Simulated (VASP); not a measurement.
# TlBi3 (Pm-3m) in VASP: notebook

Runs on TlBi3. Level: LDA. Tasks: single point.

Everything below comes from runs of VASP 6.6.1. Logs are shortened: lines on timing, memory, paths and dates and some standing lists are left out, and cuts for length are marked.

## Step 1: The cell of the first run

It takes space group Pm-3m (No. 221, cubic). Conventional cell: a = 5.035 Å, b = 5.035 Å, c = 5.035 Å, α = 90.00°, β = 90.00°, γ = 90.00°. Tl (site symmetry m-3m) has 12 Bi at 3.56 Å within 4.7 Å. Bi (site symmetry 4/mmm) has 4 Tl at 3.56 Å and 8 Bi at 3.56 Å within 4.7 Å.

## Step 2: Single point, LDA

The input, INCAR:

```
SYSTEM = TlBi3
  PREC = Accurate
  ENCUT = 520
  EDIFF = 1E-6
  ISMEAR = 1
  SIGMA = 0.01
  LREAL = .FALSE.
  LASPH = .TRUE.
  NELM = 80
  ALGO = Normal
  ISIF = 2
  LWAVE = .FALSE.
  LCHARG = .TRUE.
  GGA = CA
  LELF = .TRUE.
  LVHAR = .TRUE.
  NBANDS = 37
```

The input, KPOINTS:

```
Automatic mesh
0
G
  5 5 5
  0 0 0
```

The input, POSCAR:

```
TlBi3
1.0
    5.0351450000      0.0000000000      0.0000000000
    0.0000000000      5.0351450000      0.0000000000
    0.0000000000      0.0000000000      5.0351450000
Tl Bi
1 3
Direct
    0.0000000000      0.0000000000      0.0000000000
    0.0000000000      0.5000000000      0.5000000000
    0.5000000000      0.0000000000      0.5000000000
    0.5000000000      0.5000000000      0.0000000000
```

Potentials or basis: VASP PAW LDA potentials, release 64 (Tl_d, Bi_d).

The run is started by

```console
$ cat potpaw_LDA.64/Tl_d/POTCAR potpaw_LDA.64/Bi_d/POTCAR > POTCAR
$ mpirun -np 1 vasp_std > vasp.out
```

OUTCAR:

```text
SYSTEM = TlBi3
   PREC = Accurate
   ENCUT = 520
   EDIFF = 1E-6
   ISMEAR = 1
   LREAL = .FALSE.
   LASPH = .TRUE.
   NELM = 80
   ISIF = 2
   GGA = CA

 ion  position               nearest neighbor table
   1  0.000  0.000  0.000-   2 3.56   3 3.56   4 3.56   2 3.56   3 3.56   2 3.56   4 3.56   2 3.56
                             3 3.56   4 3.56   3 3.56   4 3.56
   2  0.000  0.500  0.500-   1 3.56   3 3.56   4 3.56   1 3.56   4 3.56   1 3.56   3 3.56   1 3.56
                             3 3.56   4 3.56   4 3.56   3 3.56
   3  0.500  0.000  0.500-   1 3.56   2 3.56   4 3.56   1 3.56   4 3.56   2 3.56   4 3.56   4 3.56
                             1 3.56   2 3.56   1 3.56   2 3.56
   4  0.500  0.500  0.000-   1 3.56   2 3.56   3 3.56   2 3.56   3 3.56   1 3.56   3 3.56   3 3.56
                             1 3.56   2 3.56   2 3.56   1 3.56

  LATTYP: Found a simple cubic cell.
 ALAT       =     5.0351450000

  Lattice vectors:

 A1 = (   5.0351450000,   0.0000000000,   0.0000000000)
 A2 = (   0.0000000000,   5.0351450000,   0.0000000000)
 A3 = (   0.0000000000,   0.0000000000,   5.0351450000)

Analysis of symmetry for initial positions (statically):
=====================================================================
 Subroutine PRICEL returns:
 Original cell was already a primitive cell.

 Routine SETGRP: Setting up the symmetry group for a
 simple cubic supercell.

 Subroutine GETGRP returns: Found 48 space group operations
 (whereof 48 operations were pure point group operations)
 out of a pool of 48 trial point group operations.

The static configuration has the point symmetry O_h .

Analysis of symmetry for dynamics (positions and initial velocities):
=====================================================================
 Subroutine PRICEL returns:
 Original cell was already a primitive cell.

 Routine SETGRP: Setting up the symmetry group for a
 simple cubic supercell.

 Subroutine GETGRP returns: Found 48 space group operations
 (whereof 48 operations were pure point group operations)
 out of a pool of 48 trial point group operations.

The dynamic configuration has the point symmetry O_h .

 Subroutine INISYM returns: Found 48 space group operations
 (whereof 48 operations are pure point group operations),
 and found     1 'primitive' translations

----------------------------------------------------------------------------------------

                                     Primitive cell

  volume of cell :     127.6544

  direct lattice vectors                    reciprocal lattice vectors
     5.035145000  0.000000000  0.000000000     0.198604012  0.000000000  0.000000000
     0.000000000  5.035145000  0.000000000     0.000000000  0.198604012  0.000000000
     0.000000000  0.000000000  5.035145000     0.000000000  0.000000000  0.198604012

  length of vectors
     5.035145000  5.035145000  5.035145000     0.198604012  0.198604012  0.198604012

  position of ions in fractional coordinates (direct lattice)
     0.000000000  0.000000000  0.000000000
     0.000000000  0.500000000  0.500000000
     0.500000000  0.000000000  0.500000000
     0.500000000  0.500000000  0.000000000

  ion indices of the primitive-cell ions
   primitive index   ion index
                 1           1
                 2           2
                 3           3
                 4           4

----------------------------------------------------------------------------------------

 KPOINTS: Automatic mesh

Automatic generation of k-mesh.
 Grid dimensions read from file:
 generate k-points for:    5    5    5

 Generating k-lattice:

  Cartesian coordinates                     Fractional coordinates (reciprocal lattice)
     0.039720802  0.000000000  0.000000000     0.200000000  0.000000000  0.000000000
     0.000000000  0.039720802  0.000000000     0.000000000  0.200000000  0.000000000
     0.000000000  0.000000000  0.039720802     0.000000000  0.000000000  0.200000000

  Length of vectors
     0.039720802  0.039720802  0.039720802

  Shift w.r.t. Gamma in fractional coordinates (k-lattice)
     0.000000000  0.000000000  0.000000000

 Subroutine IBZKPT returns following result:
 ===========================================

 Found     10 irreducible k-points:

 Following reciprocal coordinates:
            Coordinates               Weight
  0.000000  0.000000  0.000000      1.000000
  0.200000  0.000000  0.000000      6.000000
  0.400000  0.000000  0.000000      6.000000
  0.200000  0.200000  0.000000     12.000000
  0.400000  0.200000  0.000000     24.000000
  0.400000  0.400000  0.000000     12.000000
  0.200000  0.200000  0.200000      8.000000
  0.400000  0.200000  0.200000     24.000000
  0.400000  0.400000  0.200000     24.000000
  0.400000  0.400000  0.400000      8.000000
   k-points           NKPTS =     10   k-points in BZ     NKDIM =     10   number of bands    NBANDS=     37
   number of dos      NEDOS =    301   number of ions     NIONS =      4
   total plane-waves  NPLWV =  64000
   dimension x,y,z NGX =    40 NGY =   40 NGZ =   40
   dimension x,y,z NGXF=    80 NGYF=   80 NGZF=   80
   ions per type =               1   3
   NGX,Y,Z   is equivalent  to a cutoff of  13.21, 13.21, 13.21 a.u.
   NGXF,Y,Z  is equivalent  to a cutoff of  26.41, 26.41, 26.41 a.u.
 SYSTEM =  TlBi3
   PREC   = accura    normal or accurate (medium, high low for compatibility)
   ISTART =      0    job   : 0-new  1-cont  2-samecut
   ICHARG =      2    charge: 1-file 2-atom 10-const
   ISPIN  =      1    spin polarized calculation?
   LNONCOLLINEAR =      F non collinear calculations
   LSORBIT =      F    spin-orbit coupling
   LASPH  =      T    aspherical Exc in radial PAW
   ENCUT  =  520.0 eV  38.22 Ry    6.18 a.u.   9.36  9.36  9.36*2*pi/ulx,y,z
   NELM   =     80;   NELMIN=  2; NELMDL= -5     # of ELM steps
   EDIFF  = 0.1E-05   stopping-criterion for ELM
   LREAL  =      F    real-space projection
   EDIFFG = 0.1E-04   stopping-criterion for IOM
   NSW    =      0    number of steps for IOM
   IBRION =     -1    ionic relax: 0-MD 1-quasi-New 2-CG
   NFREE  =      0    steps in history (QN), initial steepest desc. (CG)
   ISIF   =      2    stress and relaxation
   ISYM   =      2    0-nonsym 1-usesym 2-fastsym
   POTIM  = 0.5000    time-step for ionic-motion
   TEBEG  =    0.0;   TEEND  =   0.0 temperature during run
   PSTRESS=    0.0 pullay stress
   NELECT =      58.0000    total number of electrons
   NUPDOWN=      -1.0000    fix difference up-down
   EMIN   =  10.00;   EMAX   =-10.00  energy-range for DOS
   EFERMI =   0.00;   METHOD = LEGACY
   ISMEAR =     1;   SIGMA  =   0.01  broadening in eV -4-tet -1-fermi 0-gaus
   EFERMI_NEDOS =   21; number of points for ismear=-14 and -15
   IALGO  =     38    algorithm
   IMIX   =      4    mixing-type and parameters
     AMIX     =   0.40;   BMIX     =  1.00
     AMIX_MAG =   1.60;   BMIX_MAG =  1.00
  volume/ion in A,a.u.               =      31.91       215.36
  Fermi-wavevector in a.u.,A,eV,Ry     =   1.258555  2.378324 21.551092  1.583961
  Thomas-Fermi vector in A             =   2.392159
   LORBIT       =      0    0 simple, 1 ext, 2 COOP (PROOUT), +10 PAW based schemes
   GGA     = CA    functional components
   LHFCALC =     F    Hartree Fock is set to
   AEXX    =    0.0000 exact exchange contribution
   IVDW    =     0    specifies the selected vdW correction
   LEPSILON=     F    determine dielectric tensor
   LRPA    =     F    only Hartree local field effects (RPA)
 non-spin polarized calculation
 Methfessel and Paxton  Order N= 1 SIGMA  =   0.01
  energy-cutoff  :      520.00
  volume of cell :      127.65
 maximum number of plane-waves:      3470
 NGX is ok and might be reduce to    40
   NGX = 19   NGY = 19   NGZ = 19

 number of electron      58.0000036 magnetization

 Free energy of the ion-electron system (eV)
  ---------------------------------------------------
  ext. energy  EPLUGINS =         0.00000000
  ---------------------------------------------------
  free energy    TOTEN  =       -16.20227737 eV

  energy without entropy =      -16.20233002  energy(sigma->0) =      -16.20229492

 E-fermi :   6.8896     XC(G=0): -10.2999

 val. band max:        6.8885711227   @ k =   0.2000   0.0000   0.0000
 cond. band min:       6.8976361015   @ k =   0.4000   0.4000   0.2000
 fundamental gap:      0.0090649788
 Fermi energy:         6.8895686013

 k-point     1 :       0.0000    0.0000    0.0000
  band No.  band energies     occupation
      1     -16.1193      2.00000
      2     -16.1193      2.00000
      3     -16.1193      2.00000
      4     -16.1100      2.00000
      5     -16.0284      2.00000
      6     -16.0284      2.00000
[... 29 lines left out ...]
     36      11.7542      0.00000
     37      12.8383      0.00000

 k-point     2 :       0.2000    0.0000    0.0000
  band No.  band energies     occupation
      1     -16.1176      2.00000
      2     -16.1020      2.00000
      3     -16.1020      2.00000
      4     -16.1001      2.00000
      5     -16.0276      2.00000
      6     -16.0194      2.00000
[... 29 lines left out ...]
     36      12.2717      0.00000
     37      12.2717      0.00000

 k-point     3 :       0.4000    0.0000    0.0000
  band No.  band energies     occupation
      1     -16.1148      2.00000
      2     -16.0780      2.00000
      3     -16.0564      2.00000
      4     -16.0564      2.00000
      5     -16.0283      2.00000
      6     -16.0243      2.00000
[... 29 lines left out ...]
     36      11.0165      0.00000
     37      13.1216      0.00000

 k-point     4 :       0.2000    0.2000    0.0000
  band No.  band energies     occupation
      1     -16.1042      2.00000
      2     -16.0981      2.00000
      3     -16.0967      2.00000
      4     -16.0840      2.00000
      5     -16.0244      2.00000
      6     -16.0136      2.00000
[... 29 lines left out ...]
     36      12.4980      0.00000
     37      12.7513      0.00000

 k-point     5 :       0.4000    0.2000    0.0000
  band No.  band energies     occupation
      1     -16.0987      2.00000
      2     -16.0769      2.00000
      3     -16.0559      2.00000
      4     -16.0544      2.00000
      5     -16.0368      2.00000
      6     -16.0194      2.00000
[... 29 lines left out ...]
     36      11.8053      0.00000
     37      14.0117      0.00000

 k-point     6 :       0.4000    0.4000    0.0000
  band No.  band energies     occupation
      1     -16.0732      2.00000
      2     -16.0635      2.00000
      3     -16.0586      2.00000
      4     -16.0439      2.00000
      5     -16.0424      2.00000
      6     -16.0183      2.00000
[... 29 lines left out ...]
     36      12.2601      0.00000
     37      13.6245      0.00000

 k-point     7 :       0.2000    0.2000    0.2000
  band No.  band energies     occupation
      1     -16.1022      2.00000
      2     -16.0877      2.00000
      3     -16.0877      2.00000
      4     -16.0747      2.00000
      5     -16.0180      2.00000
      6     -16.0180      2.00000
[... 29 lines left out ...]
     36      12.3564      0.00000
     37      12.6084      0.00000

 k-point     8 :       0.4000    0.2000    0.2000
  band No.  band energies     occupation
      1     -16.0928      2.00000
      2     -16.0727      2.00000
      3     -16.0610      2.00000
      4     -16.0496      2.00000
      5     -16.0388      2.00000
      6     -16.0257      2.00000
[... 29 lines left out ...]
     36      11.5091      0.00000
     37      13.5697      0.00000

 k-point     9 :       0.4000    0.4000    0.2000
  band No.  band energies     occupation
      1     -16.0789      2.00000
      2     -16.0655      2.00000
      3     -16.0619      2.00000
      4     -16.0545      2.00000
      5     -16.0365      2.00000
      6     -16.0305      2.00000
[... 29 lines left out ...]
     36      12.2285      0.00000
     37      13.8610      0.00000

 k-point    10 :       0.4000    0.4000    0.4000
  band No.  band energies     occupation
      1     -16.0807      2.00000
      2     -16.0701      2.00000
      3     -16.0701      2.00000
      4     -16.0559      2.00000
      5     -16.0559      2.00000
      6     -16.0455      2.00000
[... 29 lines left out ...]
     36      12.3954      0.00000
     37      14.2870      0.00000

------------------------ aborting loop because EDIFF is reached ----------------------------------------

  FORCE on cell =-STRESS in cart. coord.  units (eV):
  Direction    XX          YY          ZZ          XY          YZ          ZX
  --------------------------------------------------------------------------------------
  -------------------------------------------------------------------------------------
  Total       -3.1145444     -3.1145444     -3.1145444      0.0000000      0.0000000     -0.0000000
  in kB      -39.0903144    -39.0903144    -39.0903144      0.0000000      0.0000000     -0.0000000
  external PRESSURE =     -39.0903144 kB  Pullay stress =       0.0000000 kB

 VOLUME and BASIS-vectors are now :
 -----------------------------------------------------------------------------
  energy-cutoff  :      520.00
  volume of cell :      127.65
      direct lattice vectors                 reciprocal lattice vectors
     5.035145000  0.000000000  0.000000000     0.198604012  0.000000000  0.000000000
     0.000000000  5.035145000  0.000000000     0.000000000  0.198604012  0.000000000
     0.000000000  0.000000000  5.035145000     0.000000000  0.000000000  0.198604012

 POSITION                                       TOTAL-FORCE (eV/Angst)
 -----------------------------------------------------------------------------------
      0.00000      0.00000      0.00000         0.000000      0.000000      0.000000
      0.00000      2.51757      2.51757         0.000000      0.000000      0.000000
      2.51757      0.00000      2.51757         0.000000      0.000000      0.000000
      2.51757      2.51757      0.00000         0.000000      0.000000      0.000000
 -----------------------------------------------------------------------------------
    total drift:                               -0.000000     -0.000000     -0.000000

  FREE ENERGIE OF THE ION-ELECTRON SYSTEM (eV)
  ---------------------------------------------------
  free  energy   TOTEN  =       -16.2022773674 eV

  energy  without entropy=      -16.2023300231  energy(sigma->0) =      -16.20229492
```

Wall time 28 s (1 thread of Intel Xeon Platinum 8375C at 2.90GHz (Ice Lake), shared host); peak memory 0.21 GiB.

Results:

```
Free energy            : -16.2023 eV
Pressure               : -3.9 GPa
Band gap on the k mesh : zero (band 29 reaches 9.08 eV, above the bottom of band 30 at 6.28 eV)
```

Caveat: spin-orbit coupling is left out, which moves the levels of the heavy elements.

## Step 3: Single point, LDA

The input, INCAR:

```
SYSTEM = TlBi3
PREC     = Accurate       ! precision mode
ENCUT    = 520            ! plane-wave cutoff, eV
EDIFF    = 1E-6           ! SCF threshold, eV
ISMEAR   = 1              ! smearing method
SIGMA    = 0.01           ! smearing width, eV
LREAL    = .False.        ! projectors in reciprocal space
LASPH    = .True.         ! aspherical terms in the spheres
NELM     = 80             ! most SCF steps
ALGO     = Normal         ! electronic algorithm
ISIF     = 2              ! what is computed and relaxed
LWAVE    = .False.        ! write WAVECAR
LCHARG   = .True.         ! write CHGCAR
LELF     = .True.         ! ELF
LVHAR    = .True.       
NBANDS   = 37             ! bands
```

The input, KPOINTS:

```
regular mesh
0
Gamma
  5 5 5
  0 0 0
```

POSCAR is that of step 2.

Potentials or basis: VASP PAW LDA potentials, release 64 (Tl_d, Bi_d).

The run is started by

```console
$ cat potpaw_LDA.64/Tl_d/POTCAR potpaw_LDA.64/Bi_d/POTCAR > POTCAR
$ mpirun -np 1 vasp_std > vasp.out
```

It took 27 s on 1 thread of Intel Xeon Platinum 8375C at 2.90GHz (Ice Lake), shared host; peak memory 0.21 GiB.

Results (log left out):

| Item | Value |
| --- | --- |
| Free energy | -16.2023 eV |
| Pressure | -3.9 GPa |
| Band gap on the k mesh | zero (band 29 reaches 9.08 eV, above the bottom of band 30 at 6.28 eV) |

Levels at points of the mesh, in eV from the Fermi level:
```csv
k point,band 27,band 28,band 29,band 30,band 31,band 32
"(0.00, 0.00, 0.00)",-3.84,0.48,0.48,0.48,1.61,1.61
```

Caveat: spin-orbit coupling is left out, which moves the levels of the heavy elements.
